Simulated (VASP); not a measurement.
# AlCo (P4/mmm) in VASP: further runs

AlCo is run at these levels: PBEsol; tasks: single point.

Program: VASP 6.6.1. These are calculated values, not measurements. Logs are shortened: lines on timing, memory, paths and dates and some standing lists are left out, and cuts for length are marked.

**1. The cell of the first run**

It takes space group P4/mmm (No. 123, tetragonal). The conventional cell has a = 2.594 Å, b = 2.594 Å, c = 2.932 Å, α = 90.00°, β = 90.00°, γ = 90.00°. Al (site symmetry 4/mmm) has 8 Co at 2.35 Å and 6 Al at 2.59 to 2.93 Å within 3.1 Å. Within 3.1 Å of Co (site symmetry 4/mmm) lie 8 Al at 2.35 Å and 6 Co at 2.59 to 2.93 Å.

**2. Single point, PBEsol (strain -0.080 along x and y, +0.040 along z)**

Contents of INCAR:

```
  ALGO = Normal
  EDIFF = 1E-6
  ENCUT = 520
  GGA = PS
  ISIF = 2
  ISMEAR = 0
  LASPH = True
  LCHARG = False
  LREAL = False
  LWAVE = False
  NBANDS = 13
  NELM = 60
  PREC = Accurate
  SIGMA = 0.15
```

Contents of KPOINTS:

```
k-points
0
Gamma
  16 16 16
```

Contents of POSCAR:

```
AlCo
1.0
    2.5938509532      0.0000000000      0.0000000000
    0.0000000000      2.5938509532      0.0000000000
    0.0000000000      0.0000000000      2.9321793384
Al Co
1 1
Direct
    0.0000000000      0.0000000000      0.0000000000
    0.5000000000      0.5000000000      0.5000000000
```

Potentials or basis: VASP PAW PBE potentials, release 64 (Al, Co).

On the command line:

```bash
$ cat potpaw_PBE.64/Al/POTCAR potpaw_PBE.64/Co/POTCAR > POTCAR
$ mpirun -np 1 vasp_std > vasp.out
```

OUTCAR:

```text
EDIFF = 1E-6
   ENCUT = 520
   GGA = PS
   ISIF = 2
   ISMEAR = 0
   LASPH = True
   LREAL = False
   NELM = 60
   PREC = Accurate

 ion  position               nearest neighbor table
   1  0.000  0.000  0.000-   2 2.35   2 2.35   2 2.35   2 2.35   2 2.35   2 2.35   2 2.35   2 2.35

   2  0.500  0.500  0.500-   1 2.35   1 2.35   1 2.35   1 2.35   1 2.35   1 2.35   1 2.35   1 2.35

  LATTYP: Found a simple tetragonal cell.
 ALAT       =     2.5938509532
 C/A-ratio  =     1.1304347826

  Lattice vectors:

 A1 = (   2.5938509532,   0.0000000000,   0.0000000000)
 A2 = (   0.0000000000,   2.5938509532,   0.0000000000)
 A3 = (   0.0000000000,   0.0000000000,   2.9321793384)

Analysis of symmetry for initial positions (statically):
=====================================================================
 Subroutine PRICEL returns:
 Original cell was already a primitive cell.

 Routine SETGRP: Setting up the symmetry group for a
 simple tetragonal supercell.

 Subroutine GETGRP returns: Found 16 space group operations
 (whereof 16 operations were pure point group operations)
 out of a pool of 16 trial point group operations.

The static configuration has the point symmetry D_4h.

Analysis of symmetry for dynamics (positions and initial velocities):
=====================================================================
 Subroutine PRICEL returns:
 Original cell was already a primitive cell.

 Routine SETGRP: Setting up the symmetry group for a
 simple tetragonal supercell.

 Subroutine GETGRP returns: Found 16 space group operations
 (whereof 16 operations were pure point group operations)
 out of a pool of 16 trial point group operations.

The dynamic configuration has the point symmetry D_4h.

 Subroutine INISYM returns: Found 16 space group operations
 (whereof 16 operations are pure point group operations),
 and found     1 'primitive' translations

----------------------------------------------------------------------------------------

                                     Primitive cell

  volume of cell :      19.7279

  direct lattice vectors                    reciprocal lattice vectors
     2.593850953  0.000000000  0.000000000     0.385527163  0.000000000  0.000000000
     0.000000000  2.593850953  0.000000000     0.000000000  0.385527163  0.000000000
     0.000000000  0.000000000  2.932179338     0.000000000  0.000000000  0.341043260

  length of vectors
     2.593850953  2.593850953  2.932179338     0.385527163  0.385527163  0.341043260

  position of ions in fractional coordinates (direct lattice)
     0.000000000  0.000000000  0.000000000
     0.500000000  0.500000000  0.500000000

  ion indices of the primitive-cell ions
   primitive index   ion index
                 1           1
                 2           2

----------------------------------------------------------------------------------------

 KPOINTS: k-points

Automatic generation of k-mesh.
 Grid dimensions read from file:
 generate k-points for:   16   16   16

 Generating k-lattice:

  Cartesian coordinates                     Fractional coordinates (reciprocal lattice)
     0.024095448  0.000000000  0.000000000     0.062500000  0.000000000  0.000000000
     0.000000000  0.024095448  0.000000000     0.000000000  0.062500000  0.000000000
     0.000000000  0.000000000  0.021315204     0.000000000  0.000000000  0.062500000

  Length of vectors
     0.024095448  0.024095448  0.021315204

  Shift w.r.t. Gamma in fractional coordinates (k-lattice)
     0.000000000  0.000000000  0.000000000

 Subroutine IBZKPT returns following result:
 ===========================================

 Found    405 irreducible k-points:

 Following reciprocal coordinates:
            Coordinates               Weight
  0.000000  0.000000  0.000000      1.000000
  0.062500  0.000000  0.000000      4.000000
  0.125000  0.000000  0.000000      4.000000
  0.187500  0.000000  0.000000      4.000000
  0.250000  0.000000  0.000000      4.000000
  0.312500  0.000000  0.000000      4.000000
[... 16 lines left out ...]
  0.437500  0.125000  0.000000      8.000000
  0.500000  0.125000  0.000000      4.000000
 [... further k-points ...]
   k-points           NKPTS =    405   k-points in BZ     NKDIM =    405   number of bands    NBANDS=     13
   number of dos      NEDOS =    301   number of ions     NIONS =      2
   total plane-waves  NPLWV =   9600
   dimension x,y,z NGX =    20 NGY =   20 NGZ =   24
   dimension x,y,z NGXF=    40 NGYF=   40 NGZF=   48
   ions per type =               1   1
   NGX,Y,Z   is equivalent  to a cutoff of  12.82, 12.82, 13.61 a.u.
   NGXF,Y,Z  is equivalent  to a cutoff of  25.64, 25.64, 27.21 a.u.
 SYSTEM =  unknown system
   PREC   = accura    normal or accurate (medium, high low for compatibility)
   ISTART =      0    job   : 0-new  1-cont  2-samecut
   ICHARG =      2    charge: 1-file 2-atom 10-const
   ISPIN  =      1    spin polarized calculation?
[... 60 lines left out ...]

 k-point     1 :       0.0000    0.0000    0.0000
  band No.  band energies     occupation
      1       0.5348      2.00000
      2       8.8309      2.00000
      3       9.1202      2.00000
      4      11.6573      2.00000
      5      11.6573      2.00000
      6      12.1533      1.99548
      7      16.5019      0.00000
      8      21.2999      0.00000
      9      21.2999      0.00000
     10      21.3486      0.00000
     11      22.5531      0.00000
     12      31.6604      0.00000
     13      35.6387      0.00000

 k-point     2 :       0.0625    0.0000    0.0000
  band No.  band energies     occupation
      1       0.6247      2.00000
      2       8.8626      2.00000
      3       9.1340      2.00000
      4      11.5649      2.00000
      5      11.6648      2.00000
      6      12.1040      1.99905
      7      16.6587      0.00000
      8      20.0026      0.00000
      9      21.4129      0.00000
     10      21.4580      0.00000
     11      23.6016      0.00000
     12      31.9846      0.00000
     13      34.2338      0.00000

 k-point     3 :       0.1250    0.0000    0.0000
  band No.  band energies     occupation
      1       0.8928      2.00000
      2       8.9475      2.00000
      3       9.1657      2.00000
      4      11.3242      2.00000
      5      11.6860      2.00000
      6      11.9677      2.00000
      7      17.0932      0.00000
      8      18.3288      0.00000
      9      21.4327      0.00000
     10      21.7412      0.00000
     11      24.8964      0.00000
     12      32.4398      0.00000
     13      32.9391      0.00000

 k-point     4 :       0.1875    0.0000    0.0000
  band No.  band energies     occupation
      1       1.3339      2.00000
      2       9.0234      2.00000
      3       9.2130      2.00000
      4      11.0102      2.00000
      5      11.7180      2.00000
      6      11.7738      2.00000
      7      16.7411      0.00000
      8      17.7330      0.00000
      9      21.3809      0.00000
     10      22.2571      0.00000
     11      25.9561      0.00000
     12      30.6802      0.00000
     13      33.7884      0.00000

 k-point     5 :       0.2500    0.0000    0.0000
  band No.  band energies     occupation
      1       1.9394      2.00000
      2       8.9077      2.00000
      3       9.3436      2.00000
      4      10.6889      2.00000
      5      11.5588      2.00000
      6      11.7560      2.00000
      7      15.3917      0.00000
      8      18.5141      0.00000
      9      21.3065      0.00000
     10      22.9264      0.00000
     11      26.8193      0.00000
     12      29.0132      0.00000
     13      32.4654      0.00000
[... 257 lines left out ...]
 k-point    22 :       0.3750    0.1250    0.0000
  band No.  band energies     occupation
      1       3.9009      2.00000
      2       7.9337      2.00000
      3       9.7805      2.00000
      4      10.2381      2.00000
      5      11.0502      2.00000
      6      11.5644      2.00000
      7      13.8993      0.00000
      8      20.5939      0.00000
      9      20.8583      0.00000
     10      23.0766      0.00000
     11      26.2735      0.00000
     12      27.2824      0.00000
     13      29.5748      0.00000

 k-point    23 :       0.4375    0.1250    0.0000
  band No.  band energies     occupation
      1       4.8765      2.00000
      2       6.9990      2.00000
      3       9.9111      2.00000
      4      10.1035      2.00000
      5      10.9610      2.00000
      6      11.5897      2.00000
      7      13.5866      0.00000
      8      20.8633      0.00000
      9      21.7758      0.00000
     10      23.3545      0.00000
     11      25.0734      0.00000
     12      26.6348      0.00000
     13      28.9794      0.00000

 k-point    24 :       0.5000    0.1250    0.0000
  band No.  band energies     occupation
      1       5.7605      2.00000
      2       6.1162      2.00000
      3       9.9619      2.00000
      4      10.0576      2.00000
      5      10.9237      2.00000
      6      11.5987      2.00000
      7      13.4999      0.00000
      8      20.9582      0.00000
      9      22.2879      0.00000
     10      23.4874      0.00000
     11      24.4676      0.00000
     12      26.3900      0.00000
     13      28.7323      0.00000

 [... further k-points ...]
[... 5 lines left out ...]
  --------------------------------------------------------------------------------------
  -------------------------------------------------------------------------------------
  Total        5.2832446      5.2832446      2.6997105      0.0000000      0.0000000      0.0000000
  in kB      429.0725569    429.0725569    219.2538400      0.0000000      0.0000000      0.0000000
  external PRESSURE =     359.1329846 kB  Pullay stress =       0.0000000 kB

 VOLUME and BASIS-vectors are now :
 -----------------------------------------------------------------------------
  energy-cutoff  :      520.00
  volume of cell :       19.73
      direct lattice vectors                 reciprocal lattice vectors
     2.593850953  0.000000000  0.000000000     0.385527163  0.000000000  0.000000000
     0.000000000  2.593850953  0.000000000     0.000000000  0.385527163  0.000000000
     0.000000000  0.000000000  2.932179338     0.000000000  0.000000000  0.341043260

 POSITION                                       TOTAL-FORCE (eV/Angst)
 -----------------------------------------------------------------------------------
      0.00000      0.00000      0.00000         0.000000      0.000000      0.000000
      1.29693      1.29693      1.46609         0.000000      0.000000      0.000000
 -----------------------------------------------------------------------------------
    total drift:                               -0.000000      0.000000      0.000000

  FREE ENERGIE OF THE ION-ELECTRON SYSTEM (eV)
  ---------------------------------------------------
  free  energy   TOTEN  =       -12.7056361643 eV

  energy  without entropy=      -12.6961461309  energy(sigma->0) =      -12.70089115
```

Wall time 2.1 min (1 thread of AMD EPYC 7R13, shared host); peak memory 0.19 GiB.

Results:

```yaml
Free_energy: -12.7056 eV
Pressure: 35.9 GPa
Band_gap_on_the_k_mesh: zero (band 6 reaches 14.97 eV, above the bottom of band 7 at 12.18 eV)
```

Levels at points of the mesh, in eV from the Fermi level:
```tsv
k point	band 2	band 3	band 4	band 5	band 6	band 7	band 8	band 9	band 10	band 11
(0.00, 0.00, 0.00)	-3.62	-3.33	-0.80	-0.80	-0.30	4.05	8.85	8.85	8.89	10.10
(0.50, 0.00, 0.00)	-6.50	-2.64	-2.45	-1.40	-0.60	1.07	8.57	9.17	11.93	13.44
(0.50, 0.50, 0.00)	-3.28	-2.05	-2.05	-2.03	-2.03	0.38	4.05	5.73	12.94	15.70
(0.00, 0.00, 0.50)	-7.45	-2.85	-1.44	-1.44	-0.28	-0.23	9.01	13.18	13.18	14.24
(0.50, 0.00, 0.50)	-3.50	-3.36	-2.58	-1.32	-1.20	-0.25	3.06	4.35	16.37	17.83
(0.50, 0.50, 0.50)	-4.36	-4.36	-0.19	0.40	2.33	2.96	2.96	6.07	6.09	6.09
```

Caveat: the cell differs from its parent crystal (strain -0.080 along x and y, +0.040 along z); the PAW data sets were made with another functional, which shifts forces and pressure a little.

**3. Single point, PBEsol (strain -0.080 along x and y, +0.080 along z)**

Contents of INCAR:

```
PREC = Accurate
ENCUT = 520
EDIFF = 1E-6
ISMEAR = 0
SIGMA = 0.15
LREAL = F
LASPH = T
NELM = 100
ALGO = Fast
ISIF = 2
LWAVE = F
LCHARG = F
GGA = PS
NBANDS = 13
```

Contents of KPOINTS:

```
regular mesh
0
Gamma
  16 16 16
```

POSCAR: that of step 2 with these lines changed.

```diff
@@ -4,3 +4,3 @@
     0.0000000000      2.5938509532      0.0000000000
-    0.0000000000      0.0000000000      2.9321793384
+    0.0000000000      0.0000000000      3.0449554668
 Al Co
```

Potentials or basis: VASP PAW PBE potentials, release 64 (Al, Co).

On the command line:

```bash
$ cat potpaw_PBE.64/Al/POTCAR potpaw_PBE.64/Co/POTCAR > POTCAR
$ mpirun -np 1 vasp_std > vasp.out
```

Run time: 2.6 min. Hardware: 1 thread of AMD EPYC 7R13, shared host; peak memory 0.19 GiB.

The run converged. Its results:

```yaml
Free_energy: -12.7815 eV
Pressure: 24.8 GPa
Band_gap_on_the_k_mesh: zero (band 6 reaches 14.35 eV, above the bottom of band 7 at 11.45 eV)
```

Stress tensor (GPa, compression positive):
```
32.14  0.00  0.00
 0.00 32.14  0.00
 0.00  0.00 10.21
```

Levels at points of the mesh, in eV from the Fermi level:
```tsv
k point	band 4	band 5	band 6	band 7	band 8	band 9
(0.00, 0.00, 0.00)	-0.67	-0.67	-0.09	3.15	8.35	9.17
(0.50, 0.00, 0.00)	-2.40	-1.15	-0.47	1.22	8.36	8.39
(0.50, 0.50, 0.00)	-1.97	-1.71	-1.71	0.55	4.17	5.75
(0.00, 0.00, 0.50)	-1.18	-1.18	-0.43	-0.04	9.11	13.41
(0.50, 0.00, 0.50)	-2.41	-1.08	-0.94	-0.27	3.03	4.03
(0.50, 0.50, 0.50)	-0.17	0.57	2.35	3.11	3.11	5.77
```

Caveat: the cell differs from its parent crystal (strain -0.080 along x and y, +0.080 along z); the PAW data sets were made with another functional, which shifts forces and pressure a little. Spin polarisation is off, so any magnetic state and its effect on volume and gap are missing.

**4. Single point, PBEsol (strain -0.040 along x and y, +0.080 along z)**

Contents of INCAR:

```
SYSTEM = AlCo
ALGO     = Normal         ! electronic algorithm
EDIFF    = 1E-7           ! SCF threshold, eV
ENCUT    = 520            ! plane-wave cutoff, eV
GGA      = PS             ! functional
ISIF     = 2              ! what is computed and relaxed
ISMEAR   = 0              ! smearing method
LASPH    = .True.         ! aspherical terms in the spheres
LCHARG   = .False.        ! write CHGCAR
LREAL    = .False.        ! projectors in reciprocal space
LWAVE    = .False.        ! write WAVECAR
NBANDS   = 13             ! bands
NELM     = 60             ! most SCF steps
PREC     = Accurate       ! precision mode
SIGMA    = 0.15           ! smearing width, eV
```

Contents of KPOINTS:

```
k-points
0
Gamma
  16 16 16
  0 0 0
```

Contents of POSCAR:

```
AlCo
1.0
    2.7066270816      0.0000000000      0.0000000000
    0.0000000000      2.7066270816      0.0000000000
    0.0000000000      0.0000000000      3.0449554668
Al Co
1 1
Direct
    0.0000000000      0.0000000000      0.0000000000
    0.5000000000      0.5000000000      0.5000000000
```

On the command line:

```bash
$ cat potpaw_PBE.64/Al/POTCAR potpaw_PBE.64/Co/POTCAR > POTCAR
$ mpirun -np 1 vasp_std > vasp.out
```

It took 78 s on 1 thread of AMD EPYC 7R43 (Zen 3), shared host; peak memory 0.2 GiB.

It converged, with:

```
Free energy            : -13.0012 eV
Pressure               : 3.2 GPa
Band gap on the k mesh : zero (band 6 reaches 13.20 eV, above the bottom of band 7 at 10.46 eV)
```

Stress tensor (GPa, compression positive):
```
 7.83  0.00  0.00
 0.00  7.83  0.00
 0.00  0.00 -5.98
```

Levels at points of the mesh, in eV from the Fermi level:
```
           k point  band 3  band 4  band 5  band 6  band 7  band 8  band 9  band 10
(0.00, 0.00, 0.00)   -2.78   -0.67   -0.67   -0.27    3.69    7.92    7.92     8.29
(0.50, 0.00, 0.00)   -2.20   -2.07   -1.19   -0.51    0.84    8.39    8.69    10.67
(0.50, 0.50, 0.00)   -1.92   -1.92   -1.69   -1.69    0.29    3.51    4.73    11.68
(0.00, 0.00, 0.50)   -2.38   -1.23   -1.23   -0.24   -0.21    8.81   12.23    12.23
(0.50, 0.00, 0.50)   -3.01   -2.38   -1.10   -1.01   -0.21    2.60    3.59    14.61
(0.50, 0.50, 0.50)   -3.79   -0.16    0.31    2.38    2.84    2.84    4.80     5.37
```

Caveat: the cell differs from its parent crystal (strain -0.040 along x and y, +0.080 along z); the PAW data sets were made with another functional, which shifts forces and pressure a little.

**5. Single point, PBEsol (strain +0.040 along x and y, -0.080 along z)**

Contents of INCAR:

```
ALGO     = Normal         # electronic algorithm
EDIFF    = 1E-7           # SCF threshold, eV
ENCUT    = 520            # plane-wave cutoff, eV
GGA      = PS             # functional
ISIF     = 2              # what is computed and relaxed
ISMEAR   = 0              # smearing method
LASPH    = True           # aspherical terms in the spheres
LCHARG   = False          # write CHGCAR
LREAL    = False          # projectors in reciprocal space
LWAVE    = False          # write WAVECAR
NBANDS   = 13             # bands
NELM     = 80             # most SCF steps
PREC     = Accurate       # precision mode
SIGMA    = 0.15           # smearing width, eV
```

Contents of KPOINTS:

```
k-points
0
Gamma
  16 16 16
```

Contents of POSCAR:

```
AlCo
1.0
    2.9321793384      0.0000000000      0.0000000000
    0.0000000000      2.9321793384      0.0000000000
    0.0000000000      0.0000000000      2.5938509532
Al Co
1 1
Direct
    0.0000000000      0.0000000000      0.0000000000
    0.5000000000      0.5000000000      0.5000000000
```

On the command line:

```bash
$ cat potpaw_PBE.64/Al/POTCAR potpaw_PBE.64/Co/POTCAR > POTCAR
$ mpirun -np 1 vasp_std > vasp.out
```

Run time: 1.7 min. Hardware: 1 thread of AMD EPYC 7R43 (Zen 3), shared host; peak memory 0.2 GiB.

It converged, with:

```
Free energy            : -12.9234 eV
Pressure               : 4.2 GPa
Band gap on the k mesh : zero (band 6 reaches 13.24 eV, above the bottom of band 7 at 10.45 eV)
```

Stress tensor (GPa, compression positive):
```
-5.97  0.00  0.00
 0.00 -5.97  0.00
 0.00  0.00 24.40
```

Levels at points of the mesh, in eV from the Fermi level:
```
           k point  band 2  band 3  band 4  band 5  band 6  band 7  band 8  band 9  band 10  band 11
(0.00, 0.00, 0.00)   -3.11   -2.91   -1.02   -0.45   -0.45    4.81    4.81    8.58     8.90     9.63
(0.50, 0.00, 0.00)   -6.82   -2.46   -1.96   -1.00   -0.37   -0.03    8.23    9.44    10.59    13.89
(0.50, 0.50, 0.00)   -3.24   -3.16   -3.16   -0.89   -0.89   -0.36    1.86    3.08    15.78    17.08
(0.00, 0.00, 0.50)   -5.70   -2.19   -1.88   -1.88   -0.78    1.15    8.72    9.86     9.86    11.98
(0.50, 0.00, 0.50)   -2.94   -2.65   -1.86   -1.68   -1.55   -0.04    3.27    4.26    12.44    14.76
(0.50, 0.50, 0.50)   -3.90   -3.90   -0.26    0.19    2.44    2.44    2.91    4.71     4.77     6.20
```

Caveat: the cell differs from its parent crystal (strain +0.040 along x and y, -0.080 along z); the PAW data sets were made with another functional, which shifts forces and pressure a little. Spin polarisation is off, so any magnetic state and its effect on volume and gap are missing.

**6. The runs side by side**

| cell | gap on the mesh (eV) | pressure (GPa) |
| --- | --- | --- |
| a = 2.594, b = 2.594, c = 2.932 Å, 2 atoms | none | 35.9 |
| a = 2.594, b = 2.594, c = 3.045 Å, 2 atoms | none | 24.8 |
| a = 2.707, b = 2.707, c = 3.045 Å, 2 atoms | none | 3.2 |
| a = 2.932, b = 2.932, c = 2.594 Å, 2 atoms | none | 4.2 |

Alike in all rows: task single point; level PBEsol; potentials or basis VASP PAW PBE potentials, release 64 (Al, Co); no spin polarisation; k mesh 16 × 16 × 16; cutoff (eV) 520; smearing gaussian 0.15 eV.

Caveats: the PAW data sets were made with another functional, which shifts forces and pressure a little.

Absolute energies hang on the potentials; compare differences alone.
